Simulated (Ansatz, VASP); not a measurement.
Al: VASP beside Ansatz

Contents of INCAR:

```
ALGO     = Fast           # electronic algorithm
EDIFF    = 1E-6           # SCF threshold, eV
ENCUT    = 520            # plane-wave cutoff, eV
GGA      = PE             # functional
ISIF     = 2              # what is computed and relaxed
ISMEAR   = 0              # smearing method
LASPH    = True           # aspherical terms in the spheres
LCHARG   = False          # write CHGCAR
LREAL    = False          # projectors in reciprocal space
LWAVE    = False          # write WAVECAR
NBANDS   = 8              # bands
NELM     = 80             # most SCF steps
PREC     = Accurate       # precision mode
SIGMA    = 0.15           # smearing width, eV
```

KPOINTS

```
k-points
0
Gamma
  20 20 20
```

Contents of POSCAR:

```
Al
1.0
    0.0000000000      1.9733805000      1.9733805000
    1.9733805000      0.0000000000      1.9733805000
    1.9733805000      1.9733805000      0.0000000000
Al
1
Direct
    0.0000000000      0.0000000000      0.0000000000
```

Input for Ansatz:

```yaml
crystal:
  lattice:
    - [0.0, 1.9733805, 1.9733805]
    - [1.9733805, 0.0, 1.9733805]
    - [1.9733805, 1.9733805, 0.0]
  atoms:
    - { symbol: Al, position: [0.0, 0.0, 0.0] }
basis:
  ecutwfc: 420
kpoints:
  mp_grid: { grid: [20, 20, 20] }
hamiltonian:
  xc: pbe
scf:
  occupations: { method: gaussian, width: 0.15 }
output:
  forces: true
  stress: true
  eigenvalues: true
```

Change from the starting cell: strain -0.025 along x and y, -0.025 along z, atoms carried along.

Alike in both runs: task single point; functional PBE; k mesh 20 × 20 × 20; occupations gaussian, width 0.15 eV; no spin polarisation.

|  | VASP | Ansatz |
| --- | --- | --- |
| version | VASP 6.6.1 | Ansatz 0.2.0 |
| potentials or method | VASP PAW PBE potentials, release 64 (Al), cutoff 520 eV | scalar-relativistic, plane waves, PAW |
| valence electrons in the cell | 3 | 3 |

```tsv
	VASP	Ansatz	Ansatz less VASP
gap on the k mesh at the Fermi level (eV)	none	none	-
pressure (GPa)	6.3	6.4	+0.04
```

A gap of «none» marks a metal or a gap that the smearing closes.
